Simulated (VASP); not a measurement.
# Al8CN8O in VASP: notebook, part 2 of 2

VASP 6.6.1. The steps go on from the part before.

**3. Single point, PBE+D3(BJ)**

Contents of INCAR:

```
PREC = Accurate ; ENCUT = 520
EDIFF = 1E-6 ; ISMEAR = 0
SIGMA = 0.05 ; LREAL = Auto
LASPH = True ; NELM = 80
ALGO = Normal ; ISIF = 2
LWAVE = False ; LCHARG = False
LDIPOL = True ; IDIPOL = 3
DIPOL = 0.5 0.5 0.283 ; GGA = PE
IVDW = 12 ; NBANDS = 52
```

Contents of KPOINTS:

```
Automatic mesh
0
Gamma
  5 6 1
```

Contents of POSCAR:

```
Al8CN8O
1.0
    6.2178778036      0.0000000000      0.0000000000
    0.0000000000      4.9778061990      0.0000000000
    0.0000000000      0.0000000000     22.5112415694
Al N O C
8 8 1 1
Direct
    0.0000000000      0.9984444692      0.1776889999
    0.5000000000      0.9984444692      0.1776889999
    0.2500000000      0.4984444692      0.2175567856
    0.7500000000      0.4984444692      0.2175567856
    0.2500000000      0.9927115318      0.3022344925
    0.7500000000      0.9927115318      0.3022344925
    0.0000000000      0.4640676857      0.3273535400
    0.5000000000      0.4640676857      0.3273535400
    0.0000000000      0.6165555308      0.1776889999
    0.5000000000      0.6165555308      0.1776889999
    0.2500000000      0.1165555308      0.2175567856
    0.7500000000      0.1165555308      0.2175567856
    0.2500000000      0.6144481549      0.3009744962
    0.7500000000      0.6144481549      0.3009744962
    0.0000000000      0.1109285716      0.3358873630
    0.5000000000      0.1109285716      0.3358873630
    0.0000000000      0.8609285716      0.4647118879
    0.0000000000      0.8609285716      0.5157974754
```

Potentials or basis: VASP PAW PBE potentials, release 64 (Al, N, O, C).

Command:

```sh
$ cat potpaw_PBE.64/Al/POTCAR potpaw_PBE.64/N/POTCAR potpaw_PBE.64/O/POTCAR potpaw_PBE.64/C/POTCAR > POTCAR
$ mpirun -np 1 vasp_std > vasp.out
```

OUTCAR:

```text
PREC = Accurate
   ENCUT = 520
   EDIFF = 1E-6
   ISMEAR = 0
   LREAL = Auto
   LASPH = True
   NELM = 80
   ISIF = 2
   GGA = PE
   IVDW = 12
 IVDW          = 12

 ion  position               nearest neighbor table
   1  0.000  0.998  0.178-  11 1.89  12 1.89   9 1.90   4 3.07   3 3.07   3 3.07   4 3.07   2 3.11
                             2 3.11   5 3.21   6 3.21
   2  0.500  0.998  0.178-  11 1.89  12 1.89  10 1.90   4 3.07   3 3.07   3 3.07   4 3.07   1 3.11
                             1 3.11   5 3.21   6 3.21
   3  0.250  0.498  0.218-   9 1.89  10 1.89  11 1.90  13 1.96   7 2.92   8 2.92   1 3.07   2 3.07
[... 876 lines left out ...]
  in kB      12.48536    -8.70939   -14.08539     0.00000     3.18292     0.00000
  external pressure =       -3.44 kB  Pullay stress =        0.00 kB

 VOLUME and BASIS-vectors are now :
 -----------------------------------------------------------------------------
  energy-cutoff  :      520.00
  volume of cell :      696.75
      direct lattice vectors                 reciprocal lattice vectors
     6.217877804  0.000000000  0.000000000     0.160826576  0.000000000  0.000000000
     0.000000000  4.977806199  0.000000000     0.000000000  0.200891710  0.000000000
     0.000000000  0.000000000 22.511241569     0.000000000  0.000000000  0.044422250

 POSITION                                       TOTAL-FORCE (eV/Angst)
 -----------------------------------------------------------------------------------
      0.00000      4.97006      4.00000         0.000000     -1.583697      2.238288
      3.10894      4.97006      4.00000         0.000000     -1.585759      2.229261
      1.55447      2.48116      4.89747        -0.001158      0.804902     -1.849319
      4.66341      2.48116      4.89747         0.001158      0.804902     -1.849319
      1.55447      4.94153      6.80367        -0.035168     -0.019595     -0.010009
      4.66341      4.94153      6.80367         0.035168     -0.019595     -0.010009
[... 10 lines left out ...]
      0.00000      4.28554     10.46124         0.000000     -0.137782      0.765665
      0.00000      4.28554     11.61124         0.000000      0.047659     -0.730711
 -----------------------------------------------------------------------------------
    total drift:                               -0.000000     -0.006126      0.006728

  FREE ENERGIE OF THE ION-ELECTRON SYSTEM (eV)
  ---------------------------------------------------
  free  energy   TOTEN  =      -127.6205828203 eV

  energy  without entropy=     -127.6205828203  energy(sigma->0) =     -127.62058282

 vacuum level on the upper side and lower side of the slab         3.232         2.784
```

OSZICAR:

```text
N       E                     dE             d eps       ncg     rms          rms(c)
DAV:   1     0.607224334003E+03    0.60722E+03   -0.27790E+04  1264   0.109E+03
DAV:   2    -0.145588610643E+02   -0.62178E+03   -0.59614E+03  1784   0.252E+02
DAV:   3    -0.146153301226E+03   -0.13159E+03   -0.13027E+03  1592   0.119E+02
[... 19 lines left out ...]
DAV:  23    -0.124804280233E+03   -0.21530E-04   -0.17239E-06  1084   0.359E-03    0.857E-04
DAV:  24    -0.124804288602E+03   -0.83689E-05   -0.37348E-07  1108   0.209E-03    0.492E-04
DAV:  25    -0.124804296099E+03   -0.74971E-05   -0.40596E-07  1124   0.193E-03    0.579E-04
DAV:  26    -0.124804299484E+03   -0.33856E-05   -0.13938E-07  1096   0.138E-03    0.273E-04
DAV:  27    -0.124804300027E+03   -0.54257E-06   -0.39290E-08  1064   0.631E-04
   1 F= -.12762058E+03 E0= -.12762058E+03  d E =-.141391E-18
```

stdout:

```text
POSCAR found type information on POSCAR AlN O C
 POSCAR found :  4 types and      18 ions
 scaLAPACK will be used
 LDA part: xc-table for (Slater+PW92), standard interpolation
 POSCAR, INCAR and KPOINTS ok, starting setup
 FFT: planning ... GRIDC
 FFT: planning ... GRID_SOFT
 FFT: planning ... GRID
 WAVECAR not read
 entering main loop
```

Wall time 11 min (1 thread of Intel Xeon Platinum 8488C (Sapphire Rapids), shared host); peak memory 0.81 GiB.

What came out:

| Property | Result |
| --- | --- |
| Free energy | -127.6206 eV |
| Largest force | 2.742 eV/Å |
| Band gap on the k mesh | 1.43 eV (least direct gap 1.45 eV) |
| Dispersion energy per atom | -0.156 eV |

Forces on the atoms (eV/Å):
```
Al   0.000 -1.584  2.238
Al   0.000 -1.586  2.229
Al  -0.001  0.805 -1.849
Al   0.001  0.805 -1.849
Al  -0.035 -0.020 -0.010
Al   0.035 -0.020 -0.010
Al   0.000 -0.007  0.000
Al   0.000  0.018 -0.023
N    0.000  0.685  0.644
N    0.000  0.684  0.646
N    0.005  0.092 -1.004
N   -0.005  0.092 -1.004
N    0.011  0.033  0.002
N   -0.011  0.033  0.002
N    0.000  0.066 -0.082
N    0.000 -0.006  0.038
O    0.000 -0.138  0.766
C    0.000  0.048 -0.731
```

**4. Single point, PBE+D3(BJ)**

Contents of INCAR:

```
SYSTEM = Al8CN8O
  ALGO = Normal
  DIPOL = 0.5 0.5 0.283
  EDIFF = 1E-6
  ENCUT = 520
  GGA = PE
  IDIPOL = 3
  ISIF = 2
  ISMEAR = 0
  IVDW = 12
  LASPH = .TRUE.
  LCHARG = .FALSE.
  LDIPOL = .TRUE.
  LREAL = Auto
  LWAVE = .FALSE.
  NBANDS = 52
  NELM = 80
  PREC = Accurate
  SIGMA = 0.05
```

Contents of KPOINTS:

```
k-points
0
G
  5 6 1
  0 0 0
```

Changes to POSCAR since step 3:

```diff
@@ -24,3 +24,3 @@
     0.5000000000      0.1109285716      0.3358873630
-    0.0000000000      0.8609285716      0.4647118879
-    0.0000000000      0.8609285716      0.5157974754
+    0.2500000000      0.1109285716      0.4647118879
+    0.2500000000      0.1109285716      0.5157974754
```

Command:

```sh
$ cat potpaw_PBE.64/Al/POTCAR potpaw_PBE.64/N/POTCAR potpaw_PBE.64/O/POTCAR potpaw_PBE.64/C/POTCAR > POTCAR
$ mpirun -np 1 vasp_std > vasp.out
```

It took 19 min on 1 thread of Intel Xeon 8259CL, shared host; peak memory 0.82 GiB.

Results (log left out):

- Free energy: -127.5994 eV
- Largest force: 2.739 eV/Å
- Band gap on the k mesh: 1.43 eV (least direct gap 1.45 eV)
- Dispersion energy per atom: -0.157 eV

Forces in eV/Å, atoms in the order of the input:
```
Al  -0.002 -1.583  2.235
Al   0.002 -1.583  2.235
Al   0.000  0.804 -1.854
Al   0.000  0.802 -1.852
Al   0.000 -0.017 -0.007
Al   0.000 -0.011 -0.017
Al   0.000 -0.010 -0.020
Al   0.000 -0.010 -0.020
N    0.001  0.684  0.646
N   -0.001  0.684  0.646
N    0.000  0.093 -1.002
N    0.000  0.093 -1.014
N    0.000  0.029  0.008
N    0.000  0.031  0.005
N   -0.035 -0.006 -0.031
N    0.035 -0.006 -0.031
O    0.000  0.015  0.824
C    0.000 -0.006 -0.750
```

Levels at points of the mesh, in eV from the valence-band top:
```tsv
k point	band 33	band 34	band 35	band 36	band 37	band 38	band 39	band 40	band 41	band 42
(0.00, 0.00, 0.00)	-0.70	-0.70	-0.25	-0.06	-0.01	1.43	2.98	3.06	3.14	3.22
(0.00, 0.50, 0.00)	-0.70	-0.47	-0.39	-0.25	0.00	1.93	2.86	3.07	3.19	3.19
```

**5. Single point, PBE+D3(BJ)**

Changes to INCAR since step 4:

```diff
@@ -16,3 +16,3 @@
   NBANDS = 52
-  NELM = 80
+  NELM = 60
   PREC = Accurate
```

KPOINTS is that of step 4.

Changes to POSCAR since step 4:

```diff
@@ -24,3 +24,3 @@
     0.5000000000      0.1109285716      0.3358873630
-    0.2500000000      0.1109285716      0.4647118879
-    0.2500000000      0.1109285716      0.5157974754
+    0.2500000000      0.6109285716      0.4647118879
+    0.2500000000      0.6109285716      0.5157974754
```

Potentials or basis: VASP PAW PBE potentials, release 64 (Al, N, O, C).

Command:

```sh
$ cat potpaw_PBE.64/Al/POTCAR potpaw_PBE.64/N/POTCAR potpaw_PBE.64/O/POTCAR potpaw_PBE.64/C/POTCAR > POTCAR
$ mpirun -np 1 vasp_std > vasp.out
```

OUTCAR:

```text
SYSTEM = Al8CN8O
   EDIFF = 1E-6
   ENCUT = 520
   GGA = PE
   ISIF = 2
   ISMEAR = 0
   IVDW = 12
   LASPH = .TRUE.
   LREAL = Auto
   NELM = 60
   PREC = Accurate
 IVDW          = 12

 ion  position               nearest neighbor table
   1  0.000  0.998  0.178-  11 1.89  12 1.89   9 1.90   4 3.07   3 3.07   3 3.07   4 3.07   2 3.11
                             2 3.11   5 3.21   6 3.21
   2  0.500  0.998  0.178-  11 1.89  12 1.89  10 1.90   4 3.07   3 3.07   3 3.07   4 3.07   1 3.11
                             1 3.11   5 3.21   6 3.21
   3  0.250  0.498  0.218-   9 1.89  10 1.89  11 1.90  13 1.96   7 2.92   8 2.92   1 3.07   2 3.07
                             1 3.07   2 3.07   4 3.11   4 3.11   5 3.11   5 3.16
   4  0.750  0.498  0.218-   9 1.89  10 1.89  12 1.90  14 1.96   7 2.92   8 2.92   1 3.07   2 3.07
                             1 3.07   2 3.07   3 3.11   3 3.11   6 3.11   6 3.16
   5  0.250  0.993  0.302-  15 1.83  16 1.83  13 1.88  11 2.00   7 2.87   8 2.87   7 3.11   8 3.11
                             6 3.11   6 3.11   3 3.11   3 3.16   2 3.21   1 3.21
   6  0.750  0.993  0.302-  15 1.83  16 1.83  14 1.88  12 2.00   7 2.87   8 2.87   7 3.11   8 3.11
                             5 3.11   5 3.11   4 3.11   4 3.16   2 3.21   1 3.21
   7  0.000  0.464  0.327-  15 1.77  14 1.82  13 1.82   6 2.87   5 2.87   4 2.92   3 2.92   6 3.11
                             5 3.11   8 3.11   8 3.11
   8  0.500  0.464  0.327-  16 1.77  14 1.82  13 1.82   6 2.87   5 2.87   4 2.92   3 2.92   6 3.11
                             5 3.11   7 3.11   7 3.11
   9  0.000  0.617  0.178-   3 1.89   4 1.89   1 1.90
  10  0.500  0.617  0.178-   3 1.89   4 1.89   2 1.90
  11  0.250  0.117  0.218-   1 1.89   2 1.89   3 1.90   5 2.00
  12  0.750  0.117  0.218-   1 1.89   2 1.89   4 1.90   6 2.00
  13  0.250  0.614  0.301-   7 1.82   8 1.82   5 1.88   3 1.96
  14  0.750  0.614  0.301-   7 1.82   8 1.82   6 1.88   4 1.96
  15  0.000  0.111  0.336-   7 1.77   6 1.83   5 1.83
  16  0.500  0.111  0.336-   8 1.77   6 1.83   5 1.83
  17  0.250  0.611  0.465-  18 1.15
  18  0.250  0.611  0.516-  17 1.15

  LATTYP: Found a simple orthorhombic cell.
 ALAT       =     4.9778061990
 B/A-ratio  =     1.2491201053
 C/A-ratio  =     4.5223218160
[... 189 lines left out ...]
 maximum number of plane-waves:     18803
 NGX is ok and might be reduce to    48
   NGX = 23   NGY = 19   NGZ = 83

 dipolmoment           0.000000      0.000000     -0.012636 electrons x Angstroem

 number of electron      73.9999995 magnetization

 dipolmoment           0.000000      0.000000      0.043552 electrons x Angstroem

 Free energy of the ion-electron system (eV)
  ---------------------------------------------------
  ext. energy  EPLUGINS =         0.00000000
  ---------------------------------------------------
  free energy    TOTEN  =      -124.86796092 eV

  energy without entropy =     -124.86796092  energy(sigma->0) =     -124.86796092

 E-fermi :  -1.7733     XC(G=0):  -3.8665

 val. band max:       -1.9924023623   @ k =   0.0000   0.5000   0.0000
 cond. band min:      -0.5454477035   @ k =   0.0000   0.0000   0.0000
 fundamental gap:      1.4469546587
 Fermi energy:        -1.7732724099

 k-point     1 :       0.0000    0.0000    0.0000
  band No.  band energies     occupation
      1     -26.3288      2.00000
      2     -17.3049      2.00000
      3     -16.1446      2.00000
      4     -16.1182      2.00000
      5     -15.2719      2.00000
      6     -14.8703      2.00000
[... 613 lines left out ...]
     48       4.2139      0.00000
     49       4.5503      0.00000
 [bands above 49 left out]

------------------------ aborting loop because EDIFF is reached ----------------------------------------

 vacuum level on the upper side and lower side of the slab       (xc-potential included)         0.001        -0.251

 Edisp (eV)   -2.81641

 E8    (eV) :    -1.1382

  FORCE on cell =-STRESS in cart. coord.  units (eV):
  Direction    XX          YY          ZZ          XY          YZ          ZX
  --------------------------------------------------------------------------------------
  -------------------------------------------------------------------------------------
  Total       5.38018    -3.82262    -6.41014     0.00000     1.58924     0.00000
  in kB      12.37164    -8.79007   -14.74004     0.00000     3.65444     0.00000
  external pressure =       -3.72 kB  Pullay stress =        0.00 kB

 VOLUME and BASIS-vectors are now :
 -----------------------------------------------------------------------------
  energy-cutoff  :      520.00
  volume of cell :      696.75
      direct lattice vectors                 reciprocal lattice vectors
     6.217877804  0.000000000  0.000000000     0.160826576  0.000000000  0.000000000
     0.000000000  4.977806199  0.000000000     0.000000000  0.200891710  0.000000000
     0.000000000  0.000000000 22.511241569     0.000000000  0.000000000  0.044422250

 POSITION                                       TOTAL-FORCE (eV/Angst)
 -----------------------------------------------------------------------------------
      0.00000      4.97006      4.00000         0.002239     -1.587104      2.232140
      3.10894      4.97006      4.00000        -0.002239     -1.587104      2.232140
      1.55447      2.48116      4.89747         0.000000      0.818340     -1.831468
      4.66341      2.48116      4.89747         0.000000      0.807433     -1.859176
      1.55447      4.94153      6.80367         0.000000     -0.049416     -0.008217
      4.66341      4.94153      6.80367         0.000000     -0.027639     -0.020649
[... 10 lines left out ...]
      1.55447      3.04108     10.46124         0.000000     -0.021816      0.622308
      1.55447      3.04108     11.61124         0.000000      0.013919     -0.700272
 -----------------------------------------------------------------------------------
    total drift:                                0.000000     -0.005865      0.006742

  FREE ENERGIE OF THE ION-ELECTRON SYSTEM (eV)
  ---------------------------------------------------
  free  energy   TOTEN  =      -127.6843712334 eV

  energy  without entropy=     -127.6843712334  energy(sigma->0) =     -127.68437123

 vacuum level on the upper side and lower side of the slab         3.103         2.846
```

OSZICAR:

```text
N       E                     dE             d eps       ncg     rms          rms(c)
DAV:   1     0.606780218687E+03    0.60678E+03   -0.27803E+04  1264   0.109E+03
DAV:   2    -0.161743634413E+02   -0.62295E+03   -0.59986E+03  1792   0.253E+02
DAV:   3    -0.146275576124E+03   -0.13010E+03   -0.12883E+03  1576   0.118E+02
[... 19 lines left out ...]
DAV:  23    -0.124867940159E+03   -0.17763E-04   -0.11819E-06  1076   0.316E-03    0.810E-04
DAV:  24    -0.124867949301E+03   -0.91426E-05   -0.43310E-07  1076   0.209E-03    0.495E-04
DAV:  25    -0.124867956791E+03   -0.74898E-05   -0.34501E-07  1140   0.171E-03    0.424E-04
DAV:  26    -0.124867960407E+03   -0.36165E-05   -0.13925E-07  1076   0.107E-03    0.249E-04
DAV:  27    -0.124867960916E+03   -0.50850E-06   -0.27218E-08  1120   0.501E-04
   1 F= -.12768437E+03 E0= -.12768437E+03  d E =-.497795E-11
```

stdout:

```text
POSCAR found type information on POSCAR AlN O C
 POSCAR found :  4 types and      18 ions
 scaLAPACK will be used
 LDA part: xc-table for (Slater+PW92), standard interpolation
 POSCAR, INCAR and KPOINTS ok, starting setup
 FFT: planning ... GRIDC
 FFT: planning ... GRID_SOFT
 FFT: planning ... GRID
 WAVECAR not read
 entering main loop
```

It took 17 min on 1 thread of Intel Xeon 8259CL, shared host; peak memory 0.82 GiB.

Results:

| Item | Value |
| --- | --- |
| Free energy | -127.6844 eV |
| Largest force | 2.739 eV/Å |
| Band gap on the k mesh | 1.45 eV (least direct gap 1.46 eV) |
| Dispersion energy per atom | -0.156 eV |

Forces in eV/Å, atoms in the order of the input:
```
Al   0.002 -1.587  2.232
Al  -0.002 -1.587  2.232
Al   0.000  0.818 -1.831
Al   0.000  0.807 -1.859
Al   0.000 -0.049 -0.008
Al   0.000 -0.028 -0.021
Al   0.047  0.026  0.013
Al  -0.047  0.026  0.013
N   -0.003  0.685  0.641
N    0.003  0.685  0.641
N    0.000  0.094 -1.000
N    0.000  0.094 -0.995
N    0.000  0.014 -0.047
N    0.000  0.025  0.010
N   -0.013 -0.007  0.029
N    0.013 -0.007  0.029
O    0.000 -0.022  0.622
C    0.000  0.014 -0.700
```

**6. The runs side by side**

```tsv
cell	gap on the mesh (eV)	largest force (eV/Å)
as given, atomic positions A	1.44	2.75
as given, atomic positions B	1.43	2.74
as given, atomic positions C	1.43	2.74
as given, atomic positions D	1.45	2.74
```

Alike in all rows: task single point; level PBE+D3(BJ); potentials or basis VASP PAW PBE potentials, release 64 (Al, N, O, C); no spin polarisation; k mesh 5 × 6 × 1; cutoff (eV) 520; smearing gaussian 0.05 eV.

Absolute energies hang on the potentials; compare differences alone.
